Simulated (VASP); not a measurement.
# Na7Mg4Cl16 (a cell with a defect) in VASP: further runs

Na7Mg4Cl16 (a cell with a defect) is run at these levels: r2SCAN; tasks: single point.

Everything below comes from runs of VASP 6.6.1. Logs are shortened: lines on timing, memory, paths and dates and some standing lists are left out, and cuts for length are marked.

## 1. The cell of the first run

The cell holds a defect, 27 atoms: a = 6.957 Å, b = 11.921 Å, c = 7.675 Å, α = 90.00°, β = 90.00°, γ = 90.00°.

## 2. Single point, r2SCAN

Input file POSCAR:

```
Na7Mg4Cl16
1.0
    6.9572550000      0.0000000000      0.0000000000
    0.0000000000     11.9214420000      0.0000000000
    0.0000000000      0.0000000000      7.6746150000
Na Mg Cl
7 4 16
Direct
    0.0442990806      0.7301130182      0.2729518028
    1.1048897877      0.2807714033      0.1859246360
    0.5591285644      0.0980586073      0.3510664704
    0.6252178481      0.8474394289      0.1760870089
    0.0769268914      0.7290141579      0.7277628910
    0.7326883951      0.3091656194      0.7949454142
    0.6183616958      0.7856683780      0.7250135675
    0.5842821630      0.5151893538      0.0225288174
    0.1665311966      0.0502791525      0.0641335103
    0.4368389544      0.5112804307      0.4956730729
    0.0598368178      0.0291994878      0.5267365203
    0.3979586777      0.1940201529      0.0390117289
    0.9242007085      0.8656922543     -0.0535531750
    0.9201905062      0.4017131485     -0.0032053725
    0.4016814103      0.6687110502     -0.0733978187
    0.3013976058      0.9555639326      0.3278470646
    0.8760207869      0.0774990140      0.1265600945
    0.7441296891      0.6441167100      0.1710704706
    0.1420387782      0.5096363343      0.3785857662
    0.1855473172      0.2190339055      0.5520798112
    0.8320091760      0.8557102404      0.4602054957
    0.5914545320      0.3609127151      0.2936694544
    0.4254839013      0.7069782330      0.4320868213
    0.2741311049      0.9930174554      0.7768728464
    0.7384090421      0.1154138904      0.6152491037
    0.7924245985      0.6191532870      0.5978150044
    0.4325269090      0.4215345761      0.7420567677
```

Input file INCAR.step1:

```
ALGO     = Normal         # electronic algorithm
EDIFF    = 1E-4           # SCF threshold, eV
ENCUT    = 520            # plane-wave cutoff, eV
GGA      = PE             # functional
ISMEAR   = -1             # smearing method
LASPH    = True           # aspherical terms in the spheres
LCHARG   = False          # write CHGCAR
LREAL    = Auto         
LWAVE    = True           # write WAVECAR
NBANDS   = 104            # bands
NELECT   = 170.0        
NELM     = 100            # most SCF steps
PREC     = Accurate       # precision mode
SIGMA    = 0.05           # smearing width, eV
```

Input file INCAR.step2:

```
ALGO     = Normal         # electronic algorithm
EDIFF    = 1E-6           # SCF threshold, eV
ENCUT    = 520            # plane-wave cutoff, eV
ISIF     = 2              # what is computed and relaxed
ISMEAR   = -1             # smearing method
ISTART   = 1            
LASPH    = True           # aspherical terms in the spheres
LCHARG   = False          # write CHGCAR
LMIXTAU  = True         
LREAL    = Auto         
LWAVE    = False          # write WAVECAR
METAGGA  = R2SCAN         # meta-GGA
NBANDS   = 104            # bands
NELECT   = 170.0        
NELM     = 100            # most SCF steps
PREC     = Accurate       # precision mode
SIGMA    = 0.05           # smearing width, eV
```

Input file KPOINTS:

```
k-points
0
Gamma
  1 1 1
```

Potentials or basis: VASP PAW PBE potentials, release 64 (Na_pv, Mg, Cl).

Launch:

```console
$ cat potpaw_PBE.64/Na_pv/POTCAR potpaw_PBE.64/Mg/POTCAR potpaw_PBE.64/Cl/POTCAR > POTCAR
$ cp INCAR.step1 INCAR
$ mpirun -np 1 vasp_gam > vasp.out
$ cp INCAR.step2 INCAR
$ mpirun -np 1 vasp_gam > vasp.out
```

OUTCAR:

```text
EDIFF = 1E-6
   ENCUT = 520
   ISIF = 2
   ISMEAR = -1
   ISTART = 1
   LASPH = True
   LREAL = Auto
   METAGGA = R2SCAN
   NELECT = 170.0
   NELM = 100
   PREC = Accurate

 ion  position               nearest neighbor table
   1  0.044  0.730  0.273-  18 2.45  21 2.55
   2  0.105  0.281  0.186-  14 2.42  12 2.55   9 2.93
   3  0.559  0.098  0.351-  25 2.39  16 2.48
   4  0.625  0.847  0.176-  18 2.56  21 2.61
   5  0.077  0.729  0.728-  13 2.57  26 2.57
   6  0.733  0.309  0.795-  14 2.31  27 2.51  25 2.69   8 3.19
   7  0.618  0.786  0.725-  26 2.52  15 2.57  21 2.65
   8  0.584  0.515  0.023-  18 2.21  15 2.35  27 2.64  14 2.71  22 2.78   6 3.19
   9  0.167  0.050  0.064-  17 2.10  12 2.36  24 2.43  16 2.50  13 2.92   2 2.93  11 3.64
  10  0.437  0.511  0.496-  27 2.17  19 2.24  23 2.38  22 2.60  26 2.90
  11  0.060  0.029  0.527-  20 2.43  16 2.43  24 2.47  25 2.55  21 2.66   9 3.64
  12  0.398  0.194  0.039-   9 2.36   2 2.55
  13  0.924  0.866  0.946-   5 2.57   9 2.92
  14  0.920  0.402  0.997-   6 2.31   2 2.42   8 2.71
  15  0.402  0.669  0.927-   8 2.35   7 2.57
  16  0.301  0.956  0.328-  11 2.43   3 2.48   9 2.50
  17  0.876  0.077  0.127-   9 2.10
  18  0.744  0.644  0.171-   8 2.21   1 2.45   4 2.56
  19  0.142  0.510  0.379-  10 2.24
  20  0.186  0.219  0.552-  11 2.43
  21  0.832  0.856  0.460-   1 2.55   4 2.61   7 2.65  11 2.66
  22  0.591  0.361  0.294-  10 2.60   8 2.78
  23  0.425  0.707  0.432-  10 2.38
  24  0.274  0.993  0.777-   9 2.43  11 2.47
  25  0.738  0.115  0.615-   3 2.39  11 2.55   6 2.69
  26  0.792  0.619  0.598-   7 2.52   5 2.57  10 2.90
  27  0.433  0.422  0.742-  10 2.17   6 2.51   8 2.64

  LATTYP: Found a simple orthorhombic cell.
 ALAT       =     6.9572550000
 B/A-ratio  =     1.1031096316
 C/A-ratio  =     1.7135266711

  Lattice vectors:

 A1 = (  -6.9572550000,   0.0000000000,   0.0000000000)
 A2 = (   0.0000000000,   0.0000000000,   7.6746150000)
 A3 = (   0.0000000000,  11.9214420000,   0.0000000000)

Analysis of symmetry for initial positions (statically):
=====================================================================
 Subroutine PRICEL returns:
 Original cell was already a primitive cell.

 Routine SETGRP: Setting up the symmetry group for a
 simple orthorhombic supercell.

 Subroutine GETGRP returns: Found  1 space group operations
 (whereof  1 operations were pure point group operations)
 out of a pool of  8 trial point group operations.

The static configuration has the point symmetry C_1 .
[... 142 lines left out ...]
   NSW    =      0    number of steps for IOM
   IBRION =     -1    ionic relax: 0-MD 1-quasi-New 2-CG
   NFREE  =      0    steps in history (QN), initial steepest desc. (CG)
   ISIF   =      2    stress and relaxation
   ISYM   =      2    0-nonsym 1-usesym 2-fastsym
   POTIM  = 0.5000    time-step for ionic-motion
   TEBEG  =    0.0;   TEEND  =   0.0 temperature during run
   PSTRESS=    0.0 pullay stress
   NELECT =     170.0000    total number of electrons
   NUPDOWN=      -1.0000    fix difference up-down
   EMIN   =  10.00;   EMAX   =-10.00  energy-range for DOS
   EFERMI =   0.00;   METHOD = LEGACY
   ISMEAR =    -1;   SIGMA  =   0.05  broadening in eV -4-tet -1-fermi 0-gaus
   EFERMI_NEDOS =   21; number of points for ismear=-14 and -15
   IALGO  =     38    algorithm
   IMIX   =      4    mixing-type and parameters
     AMIX     =   0.40;   BMIX     =  1.00
     AMIX_MAG =   1.60;   BMIX_MAG =  1.00
  volume/ion in A,a.u.               =      23.58       159.09
  Fermi-wavevector in a.u.,A,eV,Ry     =   1.054266  1.992273 15.122548  1.111476
  Thomas-Fermi vector in A             =   2.189419
   LORBIT       =      0    0 simple, 1 ext, 2 COOP (PROOUT), +10 PAW based schemes
   METAGGA = R2SCAN    functional components
   LHFCALC =     F    Hartree Fock is set to
   AEXX    =    0.0000 exact exchange contribution
   IVDW    =     0    specifies the selected vdW correction
   LEPSILON=     F    determine dielectric tensor
   LRPA    =     F    only Hartree local field effects (RPA)
 non-spin polarized calculation
  energy-cutoff  :      520.00
  volume of cell :      636.54
 maximum number of plane-waves:      8575
 NGX is ok and might be reduce to    50
   NGX = 25   NGY = 45   NGZ = 29

 number of electron     169.9999990 magnetization

 Free energy of the ion-electron system (eV)
  ---------------------------------------------------
  ext. energy  EPLUGINS =         0.00000000
  ---------------------------------------------------
  free energy    TOTEN  =      -184.02517951 eV

  energy without entropy =     -184.02517951  energy(sigma->0) =     -184.02517951

 E-fermi :   1.6559     XC(G=0):  -8.5168

 val. band max:        0.4317103435   @ k =   0.0000   0.0000   0.0000
 cond. band min:       4.2128212881   @ k =   0.0000   0.0000   0.0000
 fundamental gap:      3.7811109446
 Fermi energy:         1.6559470363

 k-point     1 :       0.0000    0.0000    0.0000
  band No.  band energies     occupation
      1     -23.4686      2.00000
      2     -23.4505      2.00000
      3     -23.4134      2.00000
      4     -23.1449      2.00000
      5     -23.1249      2.00000
      6     -23.0958      2.00000
[... 89 lines left out ...]
     96       7.3742      0.00000
     97       7.5632      0.00000
 [bands above 97 left out]

------------------------ aborting loop because EDIFF is reached ----------------------------------------

  FORCE on cell =-STRESS in cart. coord.  units (eV):
  Direction    XX          YY          ZZ          XY          YZ          ZX
  --------------------------------------------------------------------------------------
  -------------------------------------------------------------------------------------
  Total       19.8010361     22.6175514     21.3526271     -0.9855153      2.9348805      0.5260859
  in kB       49.8396733     56.9289088     53.7450645     -2.4805652      7.3871631      1.3241705
  external PRESSURE =      53.5045489 kB  Pullay stress =       0.0000000 kB

 VOLUME and BASIS-vectors are now :
 -----------------------------------------------------------------------------
  energy-cutoff  :      520.00
  volume of cell :      636.54
      direct lattice vectors                 reciprocal lattice vectors
     6.957255000  0.000000000  0.000000000     0.143734849  0.000000000  0.000000000
     0.000000000 11.921442000  0.000000000     0.000000000  0.083882470  0.000000000
     0.000000000  0.000000000  7.674615000     0.000000000  0.000000000  0.130299696

 POSITION                                       TOTAL-FORCE (eV/Angst)
 -----------------------------------------------------------------------------------
      0.30820      8.70400      2.09480         0.910178     -0.471071     -0.056032
      0.72974      3.34720      1.42690         0.033759      0.657611      1.266066
      3.89000      1.16900      2.69430        -0.008695      1.167324     -0.445626
      4.34980     10.10270      1.35140        -0.174813     -0.251426     -0.130873
      0.53520      8.69090      5.58530         0.369391     -0.349019     -0.073584
      5.09750      3.68570      6.10090        -0.274677     -1.259029     -1.266406
[... 19 lines left out ...]
      5.51310      7.38120      4.58800         0.132318     -1.378898      1.055174
      3.00920      5.02530      5.69500        -0.037904     -0.536296      2.077930
 -----------------------------------------------------------------------------------
    total drift:                               -0.000869      0.072574      0.033767

  FREE ENERGIE OF THE ION-ELECTRON SYSTEM (eV)
  ---------------------------------------------------
  free  energy   TOTEN  =      -184.0251795058 eV

  energy  without entropy=     -184.0251795057  energy(sigma->0) =     -184.02517951
```

Wall time 5.9 min (1 thread of Intel Xeon 6975P-C (Granite Rapids), shared host); peak memory 0.65 GiB.

Results:

| Quantity | Value |
| --- | --- |
| Free energy | -184.0252 eV |
| Largest force | 2.898 eV/Å |

Forces on the atoms (eV/Å):
```
Na   0.910 -0.471 -0.056
Na   0.034  0.658  1.266
Na  -0.009  1.167 -0.446
Na  -0.175 -0.251 -0.131
Na   0.369 -0.349 -0.074
Na  -0.275 -1.259 -1.266
Na  -0.062  0.361 -0.122
Mg   0.353 -1.185 -0.188
Mg   2.197 -1.166 -1.486
Mg   1.187  0.567 -1.516
Mg  -0.792  0.742  0.794
Cl  -0.302 -0.626  0.056
Cl  -0.191 -0.876 -0.012
Cl  -0.019  1.207 -0.142
Cl  -1.133  0.524 -0.071
Cl  -0.536 -0.179 -0.888
Cl  -1.894  1.563  1.324
Cl   0.581 -0.151 -0.020
Cl  -0.518 -0.663 -0.597
Cl  -0.255 -0.484 -1.030
Cl   0.927  1.653  0.193
Cl  -0.335  1.156  0.303
Cl  -1.036  0.930  0.364
Cl   0.135 -0.639 -0.147
Cl   0.744 -0.312  0.759
Cl   0.132 -1.379  1.055
Cl  -0.038 -0.536  2.078
```

Levels at points of the mesh, in eV from the Fermi level:
```csv
k point,band 82,band 83,band 84,band 85,band 86,band 87,band 88,band 89
"(0.00, 0.00, 0.00)",-1.80,-1.71,-1.43,-1.22,2.56,3.78,4.15,4.58
```

Caveat: the k points lie up to 0.90 Å⁻¹ apart; the cell carries a net charge on a neutralising background, which shifts energy and pressure; the cell is charged against a uniform background, so pressure and absolute levels hang on convention; the atoms stand as in a frame of molecular dynamics; the PAW data sets were made with another functional, which shifts forces and pressure a little.

## 3. Single point, r2SCAN

Input file POSCAR:

```
Na7Mg4Cl16
1.0
    6.9572550000      0.0000000000      0.0000000000
    0.0000000000     11.9214420000      0.0000000000
    0.0000000000      0.0000000000      7.6746150000
Na Mg Cl
7 4 16
Direct
    0.0193467107      0.6524294628      0.4200731893
    1.1535584077      0.3519624555      0.2102646191
    0.5311290157      0.1819578538      0.3463365915
    0.7697576127      0.8965190620      0.2868938702
    0.1787199118      0.5832348134      0.7937205971
    0.7057237373      0.2186732108      0.9523995666
    0.5565125901      0.9254836789      0.6738188170
    0.7253004238      0.5492120836     -0.0224636676
    0.1593013336     -0.0243678575      0.1074711891
    0.4626393599      0.5509065095      0.4178190046
    0.0523913526      0.0284697103      0.5586469158
    0.3980161716      0.1382970282      0.0591951518
    0.9363750502      0.8358384833      0.0305813386
    0.9067369243      0.3940462907      0.0241445336
    0.2412158243      0.5868669243      0.1274070426
    0.3269967825      0.9369168596      0.3735171080
    0.9312868365      0.0956511805      0.2261220921
    0.7271114829      0.6518087325      0.2141866400
    0.1495417374      0.4659167909      0.5162864847
    0.2188363083      0.1968050509      0.5626471165
    0.9245169251      0.8505934098      0.5814493626
    0.6974589835      0.4070648500      0.3720316915
    0.3925686208      0.7318158323      0.5415776557
    0.2416757759      0.9330834307      0.7970041494
    0.7381790663      0.1092065876      0.6774150886
    0.8255698548      0.6134073378      0.7014684124
    0.4562287856      0.4383697878      0.9092443074
```

Input file INCAR.step1:

```
SYSTEM = Na7Mg4Cl16
  ALGO = Normal
  EDIFF = 1E-4
  ENCUT = 520
  GGA = PE
  ISMEAR = -1
  LASPH = .True.
  LCHARG = .False.
  LREAL = Auto
  LWAVE = .True.
  NBANDS = 104
  NELECT = 170.0
  NELM = 60
  PREC = Accurate
  SIGMA = 0.05
```

Input file INCAR.step2:

```
SYSTEM = Na7Mg4Cl16
  ALGO = Normal
  EDIFF = 1E-6
  ENCUT = 520
  ISIF = 2
  ISMEAR = -1
  ISTART = 1
  LASPH = .True.
  LCHARG = .False.
  LMIXTAU = .True.
  LREAL = Auto
  LWAVE = .False.
  METAGGA = R2SCAN
  NBANDS = 104
  NELECT = 170.0
  NELM = 60
  PREC = Accurate
  SIGMA = 0.05
```

Input file KPOINTS:

```
k-points
0
Gamma
  1 1 1
  0 0 0
```

Potentials or basis: VASP PAW PBE potentials, release 64 (Na_pv, Mg, Cl).

Launch:

```console
$ cat potpaw_PBE.64/Na_pv/POTCAR potpaw_PBE.64/Mg/POTCAR potpaw_PBE.64/Cl/POTCAR > POTCAR
$ cp INCAR.step1 INCAR
$ mpirun -np 1 vasp_gam > vasp.out
$ cp INCAR.step2 INCAR
$ mpirun -np 1 vasp_gam > vasp.out
```

Wall time 5.2 min (1 thread of Intel Xeon 6975P-C (Granite Rapids), shared host); peak memory 0.64 GiB.

It converged, with:

- Free energy: -184.7449 eV
- Largest force: 2.059 eV/Å

Forces in eV/Å, atoms in the order of the input:
```
Na   0.235  0.367 -0.442
Na   1.218 -0.233  0.964
Na   0.294  0.337  1.213
Na  -1.059 -0.311  0.218
Na   0.389  0.038  0.324
Na   0.137  0.602 -0.146
Na   0.670 -0.540 -0.110
Mg  -0.562 -0.737 -1.296
Mg   0.887 -0.111 -1.058
Mg  -0.072  0.013 -0.480
Mg   0.485  0.556  0.490
Cl  -0.729 -0.146 -0.230
Cl   0.347  0.254 -0.160
Cl  -0.041 -0.491 -1.425
Cl  -0.215  0.856  1.378
Cl   0.022  1.092 -1.189
Cl  -0.586  0.344  0.454
Cl  -0.945  0.918  1.311
Cl   1.258 -0.243 -0.214
Cl   0.127  0.079 -0.255
Cl  -1.101  0.141 -0.986
Cl  -1.328 -0.629  0.616
Cl   0.234 -1.975  0.534
Cl   0.021  0.876  1.160
Cl   0.442 -0.154 -0.661
Cl  -0.732 -0.223  0.911
Cl   0.605 -0.682 -0.923
```

Levels at points of the mesh, in eV from the Fermi level:
```csv
k point,band 82,band 83,band 84,band 85,band 86,band 87,band 88,band 89
"(0.00, 0.00, 0.00)",-2.03,-1.94,-1.78,-1.22,2.74,4.09,4.19,4.75
```

Caveat: the k points lie up to 0.90 Å⁻¹ apart; the cell carries a net charge on a neutralising background, which shifts energy and pressure; the cell is charged against a uniform background, so pressure and absolute levels hang on convention; the atoms stand as in a frame of molecular dynamics; the PAW data sets were made with another functional, which shifts forces and pressure a little.
